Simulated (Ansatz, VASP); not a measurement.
# Ni in VASP and in Ansatz

INCAR

```
PREC     = Accurate       # precision mode
ENCUT    = 520            # plane-wave cutoff, eV
EDIFF    = 1E-7           # SCF threshold, eV
ISMEAR   = -1             # smearing method
SIGMA    = 0.05           # smearing width, eV
LREAL    = F              # projectors in reciprocal space
LASPH    = T              # aspherical terms in the spheres
NELM     = 150            # most SCF steps
ALGO     = Normal         # electronic algorithm
ISIF     = 2              # what is computed and relaxed
LWAVE    = F              # write WAVECAR
LCHARG   = F              # write CHGCAR
ISPIN    = 2              # spin polarisation
MAGMOM   = 0.657 0.657 0.668 0.668 # initial moments
LORBIT   = 11             # projections on sites
LMAXMIX  = 4              # l up to which the mixer works
GGA      = B5             # functional
ALDAX    = 1.0          
AGGAX    = 1.0          
AGGAC    = 1.0          
ALDAC    = 0.0          
NBANDS   = 32             # bands
```

Contents of KPOINTS:

```
regular mesh
0
Gamma
  19 19 5
```

Contents of POSCAR:

```
Ni
1.0
    2.5280918155      0.0000000000      0.0000000000
   -1.2640459078      2.1893917353      0.0000000000
    0.0000000000      0.0000000000      8.2839617877
Ni
4
Direct
    0.0000000000      0.0000000000      1.0000000000
    0.0000000000      0.0000000000      0.5000000000
    0.3333333333      0.6666666667      0.2500000000
    0.6666666667      0.3333333333      0.7500000000
```

Input for Ansatz:

```yaml
crystal:
  lattice:
    - [2.5280918155, 0.0, 0.0]
    - [-1.2640459078, 2.1893917353, 0.0]
    - [0.0, 0.0, 8.2839617877]
  atoms:
    - { symbol: Ni, position: [0.0, 0.0, 1.0], spin: 0.657 }
    - { symbol: Ni, position: [0.0, 0.0, 0.5], spin: 0.657 }
    - { symbol: Ni, position: [0.3333333333, 0.6666666667, 0.25], spin: 0.668 }
    - { symbol: Ni, position: [0.6666666667, 0.3333333333, 0.75], spin: 0.668 }
hamiltonian:
  xc: blyp
  pseudopotentials:
    kind: paw
    azcp:
      Ni: "pseudopotentials/Ni.paw.azcp"
basis:
  ecutwfc: 420
  fft_grid_basis: typed
kpoints:
  mp_grid: { grid: [19, 19, 5], shift: [0, 0, 0] }
magnetization:
  spin_polarized: true
scf:
  occupations: { method: fermi_dirac, width: 0.05 }
```

Alike in both runs: task single point; functional BLYP; k mesh 19 × 19 × 5; occupations fermi-dirac, width 0.05 eV; collinear spin.

```csv
,VASP,Ansatz
version,VASP 6.6.1,Ansatz 0.2.0
potentials or method,"VASP PAW PBE potentials, release 64 (Ni), cutoff 520 eV","plane waves (420 eV) with PAW, scalar-relativistic"
valence electrons in the cell,40,72
```

```tsv
	VASP	Ansatz	Ansatz less VASP
net moment per atom (μB)	0.62	0.64	+0.013
size of the moment on the site where the two differ most (μB)	0.63	0.67	+0.037
```

VASP's potentials were made for PBE, not for BLYP. Site moments also hang on the region over which each program counts them. The functional is the same, so the differences come from potentials, cutoffs and numerics. VASP's potentials hold 40 valence electrons a cell and Ansatz's 72, so a difference there can come from the potentials and not from the codes.
